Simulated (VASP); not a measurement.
# Ga2O3 (C2/m) in VASP: single point with r2SCAN

Aim: the single point of Ga2O3 with r2SCAN.

Program: VASP 6.6.1. These are calculated values, not measurements. Logs are shortened: lines on timing, memory, paths and dates and some standing lists are left out, and cuts for length are marked.

## (1) The cell of the first run

It takes space group C2/m (No. 12, monoclinic). Conventional cell: a = 12.256 Å, b = 3.039 Å, c = 12.103 Å, α = 90.00°, β = 103.24°, γ = 90.00°. Ga (site symmetry m) has 4 O at 1.84 to 2.32 Å within 2.4 Å. Ga (site symmetry m) has 4 O at 1.83 to 1.87 Å within 2.4 Å. Within 2.6 Å of Ga (site symmetry m) lie 6 O at 1.94 to 2.08 Å. Within 2.6 Å of Ga (site symmetry m) lie 6 O at 1.94 to 2.08 Å. O (site symmetry m) has 3 Ga at 1.83 to 1.94 Å within 2.4 Å. Within 2.7 Å of O (site symmetry m) lie 3 Ga at 1.94 to 2.32 Å and 1 O at 2.61 Å. O (site symmetry m) has 4 Ga at 1.87 to 2.08 Å within 2.5 Å. Within 2.5 Å of O (site symmetry m) lie 4 Ga at 1.87 to 2.08 Å.

## (2) Single point, r2SCAN (the distance across one plane changed)

POSCAR reads:

```
Ga2O3
1.0
    0.0000000000      3.0390611527      0.0000000000
   -6.1278415757      1.5195305764     -0.0025325578
   -2.7769771755      0.0000000000     11.7799544485
Ga O
8 12
Direct
    0.0819062742      0.8361874517      0.8593082331
    0.0867061143      0.8265877713      0.3805286603
    0.9036942053      0.1926115894      0.5770304851
    0.9084940455      0.1830119091      0.0982509124
    0.6524185974      0.6951628053      0.6293445725
    0.6572184376      0.6855631249      0.1505649998
    0.3331818821      0.3336362358      0.8069941457
    0.3379817223      0.3240365555      0.3282145730
    0.1588905512      0.6822188976      0.5310420654
    0.1636903914      0.6726192172      0.0522624927
    0.8267099283      0.3465801435      0.9052966527
    0.8315097684      0.3369804631      0.4265170800
    0.1658373291      0.6683253419      0.7485837485
    0.1706371692      0.6587256615      0.2698041758
    0.8197631504      0.3604736992      0.6877549696
    0.8245629906      0.3508740189      0.2089753969
    0.4902554043      0.0194891914      0.6014607869
    0.4950552445      0.0098895111      0.1226812142
    0.4953450752      1.0093098497      0.8348779312
    0.5001449153      0.9997101693      0.3560983585
```

INCAR.step1 reads:

```
SYSTEM = Ga2O3
  PREC = Accurate
  ENCUT = 520
  ISMEAR = 0
  SIGMA = 0.05
  LREAL = Auto
  LASPH = .TRUE.
  NELM = 80
  ISYM = 0
  NBANDS = 104
  GGA = PE
  ALGO = Normal
  EDIFF = 1E-4
  LWAVE = .TRUE.
  LCHARG = .FALSE.
  KPAR = 4
```

INCAR.step2 reads:

```
SYSTEM = Ga2O3
  PREC = Accurate
  ENCUT = 520
  EDIFF = 1E-6
  ISMEAR = 0
  SIGMA = 0.05
  LREAL = Auto
  LASPH = .TRUE.
  NELM = 80
  ALGO = Normal
  ISIF = 2
  LWAVE = .FALSE.
  LCHARG = .FALSE.
  METAGGA = R2SCAN
  LMIXTAU = .TRUE.
  ISYM = 0
  NBANDS = 104
  ISTART = 1
  KPAR = 4
```

KPOINTS reads:

```
Automatic mesh
0
G
  8 4 2
  0 0 0
```

Potentials or basis: VASP PAW PBE potentials, release 64 (Ga_d, O).

Run with:

```sh
$ cat potpaw_PBE.64/Ga_d/POTCAR potpaw_PBE.64/O/POTCAR > POTCAR
$ cp INCAR.step1 INCAR
$ mpirun -np 4 vasp_std > vasp.out
$ cp INCAR.step2 INCAR
$ mpirun -np 4 vasp_std > vasp.out
```

OUTCAR:

```text
SYSTEM = Ga2O3
   PREC = Accurate
   ENCUT = 520
   EDIFF = 1E-6
   ISMEAR = 0
   LREAL = Auto
   LASPH = .TRUE.
   NELM = 80
   ISIF = 2
   METAGGA = R2SCAN
   ISYM = 0
   ISTART = 1

 ion  position               nearest neighbor table
   1  0.082  0.836  0.859-  19 1.84  19 1.84  13 1.87  10 2.32
   2  0.087  0.827  0.381-   9 1.83  20 1.84  20 1.84  14 1.87
   3  0.904  0.193  0.577-  12 1.83  17 1.84  17 1.84  15 1.87
   4  0.908  0.183  0.098-  18 1.84  18 1.84  16 1.87  11 2.32
   5  0.652  0.695  0.629-  17 1.94   9 1.94   9 1.94  15 2.01  13 2.08  13 2.08
   6  0.657  0.686  0.151-  18 1.94  10 1.94  10 1.94  16 2.01  14 2.08  14 2.08
   7  0.333  0.334  0.807-  19 1.94  11 1.94  11 1.94  13 2.01  15 2.08  15 2.08
   8  0.338  0.324  0.328-  20 1.94  12 1.94  12 1.94  14 2.01  16 2.08  16 2.08
   9  0.159  0.682  0.531-   2 1.83   5 1.94   5 1.94
  10  0.164  0.673  0.052-   6 1.94   6 1.94   1 2.32
  11  0.827  0.347  0.905-   7 1.94   7 1.94   4 2.32
  12  0.832  0.337  0.427-   3 1.83   8 1.94   8 1.94
  13  0.166  0.668  0.749-   1 1.87   7 2.01   5 2.08   5 2.08
  14  0.171  0.659  0.270-   2 1.87   8 2.01   6 2.08   6 2.08
  15  0.820  0.360  0.688-   3 1.87   5 2.01   7 2.08   7 2.08
  16  0.825  0.351  0.209-   4 1.87   6 2.01   8 2.08   8 2.08
  17  0.490  0.019  0.601-   3 1.84   3 1.84   5 1.94
  18  0.495  0.010  0.123-   4 1.84   4 1.84   6 1.94
  19  0.495  0.009  0.835-   1 1.84   1 1.84   7 1.94
  20  0.500  1.000  0.356-   2 1.84   2 1.84   8 1.94

IMPORTANT INFORMATION: All symmetrisations will be switched off!
NOSYMM: (Re-)initialisation of all symmetry stuff for point group C_1.

----------------------------------------------------------------------------------------

                                     Primitive cell

  volume of cell :     219.3981

  direct lattice vectors                    reciprocal lattice vectors
     0.000000000  3.039061153  0.000000000     0.081586850  0.329048989  0.019233081
    -6.127841576  1.519530576 -0.002532558    -0.163173700  0.000000000 -0.038466162
    -2.776977175  0.000000000 11.779954448    -0.000035081  0.000000000  0.084881702

  length of vectors
     3.039061153  6.313431869 12.102847972     0.339557893  0.167646360  0.084881709

  position of ions in fractional coordinates (direct lattice)
     0.081906274  0.836187452  0.859308233
     0.086706114  0.826587771  0.380528660
     0.903694205  0.192611589  0.577030485
     0.908494045  0.183011909  0.098250912
     0.652418597  0.695162805  0.629344573
     0.657218438  0.685563125  0.150565000
[... 12 lines left out ...]
     0.495345075  0.009309850  0.834877931
     0.500144915  0.999710169  0.356098358

  ion indices of the primitive-cell ions
   primitive index   ion index
                 1           1
                 2           2
                 3           3
                 4           4
                 5           5
                 6           6
[... 12 lines left out ...]
                19          19
                20          20

----------------------------------------------------------------------------------------

 KPOINTS: Automatic mesh

Automatic generation of k-mesh.
 Grid dimensions read from file:
 generate k-points for:    8    4    2

 Generating k-lattice:

  Cartesian coordinates                     Fractional coordinates (reciprocal lattice)
     0.010198356  0.041131124  0.002404135     0.125000000  0.000000000  0.000000000
    -0.040793425  0.000000000 -0.009616541     0.000000000  0.250000000 -0.000000000
    -0.000017540  0.000000000  0.042440851     0.000000000  0.000000000  0.500000000

  Length of vectors
     0.042444737  0.041911590  0.042440855

  Shift w.r.t. Gamma in fractional coordinates (k-lattice)
     0.000000000  0.000000000  0.000000000

 -----------------------------------------------------------------------------
|                                                                             |
|           W    W    AA    RRRRR   N    N  II  N    N   GGGG   !!!           |
|           W    W   A  A   R    R  NN   N  II  NN   N  G    G  !!!           |
|           W    W  A    A  R    R  N N  N  II  N N  N  G       !!!           |
|           W WW W  AAAAAA  RRRRR   N  N N  II  N  N N  G  GGG   !            |
|           WW  WW  A    A  R   R   N   NN  II  N   NN  G    G                |
|           W    W  A    A  R    R  N    N  II  N    N   GGGG   !!!           |
|                                                                             |
|     Your reciprocal lattice and k-lattice belong to different lattice       |
|     classes:                                                                |
|                                                                             |
|        The reciprocal lattice is base-centered monoclinic,                  |
|        whereas your k-lattice is triclinic.                                 |
|                                                                             |
|     Results are often still useful ...                                      |
|                                                                             |
 -----------------------------------------------------------------------------

 WARNING: IBZKPT: internal override: KBLOWUP is changed to .FALSE.
      ... skipping the blow-up phase ...

 Subroutine IBZKPT returns following result:
 ===========================================

 Found     36 irreducible k-points:

 Following reciprocal coordinates:
            Coordinates               Weight
  0.000000  0.000000  0.000000      1.000000
  0.125000  0.000000 -0.000000      2.000000
  0.250000  0.000000 -0.000000      2.000000
  0.375000  0.000000 -0.000000      2.000000
  0.500000  0.000000 -0.000000      1.000000
  0.000000  0.250000  0.000000      2.000000
[... 16 lines left out ...]
  0.500000  0.000000  0.500000      1.000000
  0.000000  0.250000  0.500000      2.000000
 [... further k-points ...]
   k-points           NKPTS =     36   k-points in BZ     NKDIM =     36   number of bands    NBANDS=    104
   number of dos      NEDOS =    301   number of ions     NIONS =     20
   total plane-waves  NPLWV = 103680
   dimension x,y,z NGX =    24 NGY =   48 NGZ =   90
   dimension x,y,z NGXF=    48 NGYF=   96 NGZF=  180
   ions per type =               8  12
   NGX,Y,Z   is equivalent  to a cutoff of  13.13, 12.64, 12.36 a.u.
   NGXF,Y,Z  is equivalent  to a cutoff of  26.26, 25.28, 24.72 a.u.
 SYSTEM =  Ga2O3
   PREC   = accura    normal or accurate (medium, high low for compatibility)
   ISTART =      1    job   : 0-new  1-cont  2-samecut
   ICHARG =      0    charge: 1-file 2-atom 10-const
   ISPIN  =      1    spin polarized calculation?
   LNONCOLLINEAR =      F non collinear calculations
   LSORBIT =      F    spin-orbit coupling
   LASPH  =      T    aspherical Exc in radial PAW
   ENCUT  =  520.0 eV  38.22 Ry    6.18 a.u.   5.65 11.74 22.50*2*pi/ulx,y,z
   NELM   =     80;   NELMIN=  2; NELMDL=  0     # of ELM steps
   EDIFF  = 0.1E-05   stopping-criterion for ELM
   LREAL  =      T    real-space projection
   EDIFFG = 0.1E-04   stopping-criterion for IOM
   NSW    =      0    number of steps for IOM
   IBRION =     -1    ionic relax: 0-MD 1-quasi-New 2-CG
   NFREE  =      0    steps in history (QN), initial steepest desc. (CG)
   ISIF   =      2    stress and relaxation
   ISYM   =      0    0-nonsym 1-usesym 2-fastsym
   POTIM  = 0.5000    time-step for ionic-motion
   TEBEG  =    0.0;   TEEND  =   0.0 temperature during run
   PSTRESS=    0.0 pullay stress
   NELECT =     176.0000    total number of electrons
   NUPDOWN=      -1.0000    fix difference up-down
   EMIN   =  10.00;   EMAX   =-10.00  energy-range for DOS
   EFERMI =   0.00;   METHOD = LEGACY
   ISMEAR =     0;   SIGMA  =   0.05  broadening in eV -4-tet -1-fermi 0-gaus
   EFERMI_NEDOS =   21; number of points for ismear=-14 and -15
   IALGO  =     38    algorithm
   IMIX   =      4    mixing-type and parameters
     AMIX     =   0.40;   BMIX     =  1.00
     AMIX_MAG =   1.60;   BMIX_MAG =  1.00
  volume/ion in A,a.u.               =      10.97        74.03
  Fermi-wavevector in a.u.,A,eV,Ry     =   1.521136  2.874531 31.481911  2.313855
  Thomas-Fermi vector in A             =   2.629892
   LORBIT       =      0    0 simple, 1 ext, 2 COOP (PROOUT), +10 PAW based schemes
   METAGGA = R2SCAN    functional components
   LHFCALC =     F    Hartree Fock is set to
   AEXX    =    0.0000 exact exchange contribution
   IVDW    =     0    specifies the selected vdW correction
   LEPSILON=     F    determine dielectric tensor
   LRPA    =     F    only Hartree local field effects (RPA)
 non-spin polarized calculation
 Gauss-broadening in eV      SIGMA  =   0.05
  energy-cutoff  :      520.00
  volume of cell :      219.40
 maximum number of plane-waves:      5954
   NGX = 11   NGY = 23   NGZ = 45

 number of electron     176.0000013 magnetization

 Free energy of the ion-electron system (eV)
  ---------------------------------------------------
  ext. energy  EPLUGINS =         0.00000000
  ---------------------------------------------------
  free energy    TOTEN  =      -202.92455160 eV

  energy without entropy =     -202.92455160  energy(sigma->0) =     -202.92455160

 E-fermi :   3.6423     XC(G=0): -12.2303

 val. band max:        3.3298581663   @ k =  -0.1250   0.2500   0.5000
 cond. band min:       5.4312772798   @ k =   0.0000   0.0000   0.0000
 fundamental gap:      2.1014191135
 Fermi energy:         3.6423135914

 k-point     1 :       0.0000    0.0000    0.0000
  band No.  band energies     occupation
      1     -16.8758      2.00000
      2     -16.7001      2.00000
      3     -16.1761      2.00000
      4     -15.9976      2.00000
      5     -15.8222      2.00000
      6     -15.7975      2.00000
[... 92 lines left out ...]
     99      11.5449      0.00000
    100      11.9209      0.00000

 k-point     2 :       0.1250    0.0000   -0.0000
  band No.  band energies     occupation
      1     -16.7646      2.00000
      2     -16.6009      2.00000
      3     -16.1154      2.00000
      4     -15.9561      2.00000
      5     -15.8050      2.00000
      6     -15.7573      2.00000
[... 2358 lines left out ...]
     99      11.7768      0.00000
    100      11.9695      0.00000

 [... further k-points ...]

 [bands above 100 left out]

------------------------ aborting loop because EDIFF is reached ----------------------------------------

  FORCE on cell =-STRESS in cart. coord.  units (eV):
  Direction    XX          YY          ZZ          XY          YZ          ZX
  --------------------------------------------------------------------------------------
  -------------------------------------------------------------------------------------
  Total        1.3004995      0.6315357    -12.3676903      0.0173946      0.0047146     -1.6422562
  in kB        9.4970318      4.6118544    -90.3163331      0.1270259      0.0344288    -11.9927454
  external PRESSURE =     -25.4024823 kB  Pullay stress =       0.0000000 kB

 VOLUME and BASIS-vectors are now :
 -----------------------------------------------------------------------------
  energy-cutoff  :      520.00
  volume of cell :      219.40
      direct lattice vectors                 reciprocal lattice vectors
     0.000000000  3.039061153  0.000000000     0.081586850  0.329048989  0.019233081
    -6.127841576  1.519530576 -0.002532558    -0.163173700  0.000000000 -0.038466162
    -2.776977175  0.000000000 11.779954448    -0.000035081  0.000000000  0.084881702

 POSITION                                       TOTAL-FORCE (eV/Angst)
 -----------------------------------------------------------------------------------
     -7.51030      1.51953     10.12049         0.391175      0.000415      1.977042
     -6.12192      1.51953      4.48052         0.107864      0.003382     -0.011416
     -2.78269      3.03906      6.79691        -0.093524     -0.007080      0.003234
     -1.39431      3.03906      1.15693        -0.391466      0.014776     -1.948690
     -6.00752      3.03906      7.41189         0.048596     -0.001620      0.024594
     -4.61914      3.03906      1.77191         0.370618      0.002890     -1.198141
[... 12 lines left out ...]
     -2.37549      1.51953      9.83480         0.820476     -0.000260      0.541053
     -7.11494      3.03906      4.19229        -0.086962      0.001685     -0.047062
 -----------------------------------------------------------------------------------
    total drift:                               -0.026861     -0.007628     -0.058924

  FREE ENERGIE OF THE ION-ELECTRON SYSTEM (eV)
  ---------------------------------------------------
  free  energy   TOTEN  =      -202.9245515986 eV

  energy  without entropy=     -202.9245515986  energy(sigma->0) =     -202.92455160
```

It took 33 min on 4 MPI ranks of Oxide Virtual Turin-like, shared host; peak memory 0.65 GiB.

Results:

| Property | Result |
| --- | --- |
| Free energy | -202.9246 eV |
| Pressure | -2.5 GPa |
| Largest force | 2.015 eV/Å |
| Band gap on the k mesh | 2.10 eV (least direct gap 2.13 eV) |

Forces on the atoms (eV/Å):
```
Ga   0.391  0.000  1.977
Ga   0.108  0.003 -0.011
Ga  -0.094 -0.007  0.003
Ga  -0.391  0.015 -1.949
Ga   0.049 -0.002  0.025
Ga   0.371  0.003 -1.198
Ga  -0.380 -0.003  1.186
Ga  -0.056  0.001 -0.060
O    0.042  0.000  0.081
O   -0.395  0.001 -1.819
O    0.395 -0.003  1.825
O   -0.042  0.000 -0.078
O   -0.329  0.001  0.019
O   -0.054 -0.002  0.169
O    0.053 -0.003 -0.162
O    0.322 -0.001 -0.020
O    0.093 -0.008  0.052
O   -0.815  0.001 -0.534
O    0.820  0.000  0.541
O   -0.087  0.002 -0.047
```

Stress tensor (GPa, compression positive):
```
 0.95  0.01 -1.20
 0.01  0.46  0.00
-1.20  0.00 -9.03
```

Caveat: the cell differs from its parent crystal (the distance across one plane changed); the stress differs along the axes, from -9 to 1 GPa; the PAW data sets were made with another functional, which shifts forces and pressure a little. A k mesh can miss the band edges.
